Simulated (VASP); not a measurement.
Here is a VASP 6.6.1 calculation.

The input INCAR:

```
PREC = Accurate
ENCUT = 520
EDIFF = 1E-6
ISMEAR = 0
SIGMA = 0.02
LREAL = False
LASPH = True
NELM = 60
ALGO = Normal
ISIF = 2
LWAVE = False
LCHARG = False
GGA = PE
NBANDS = 34
```

File KPOINTS:

```
regular mesh
0
Gamma
  10 10 10
```

File POSCAR:

```
ScAlN2
1.0
   -2.1967842005      2.1967842005      4.1965774624
    2.1967842005     -2.1967842005      4.1965774624
    2.1967842005      2.1967842005     -4.1965774624
Sc Al N
2 2 4
Direct
    0.7500000000      0.2500000000      0.5000000000
    0.0000000000      0.0000000000      0.0000000000
    0.2500000000      0.7500000000      0.5000000000
    0.5000000000      0.5000000000      0.0000000000
    0.4878765353      0.9878765353      0.5000000000
    0.2621234647      0.2621234647      0.0000000000
    0.0121234647      0.5121234647      0.5000000000
    0.7378765353      0.7378765353      0.0000000000
```

Potentials or basis: VASP PAW PBE potentials, release 64 (Sc_sv, Al, N).

Command:

```sh
$ cat potpaw_PBE.64/Sc_sv/POTCAR potpaw_PBE.64/Al/POTCAR potpaw_PBE.64/N/POTCAR > POTCAR
$ mpirun -np 1 vasp_std > vasp.out
```

(1) Predict the largest force.

(2) Predict the band gap on the k mesh.

Results:

(1) 0.047 eV/Å.

(2) 0.96 eV (least direct gap 1.05 eV).
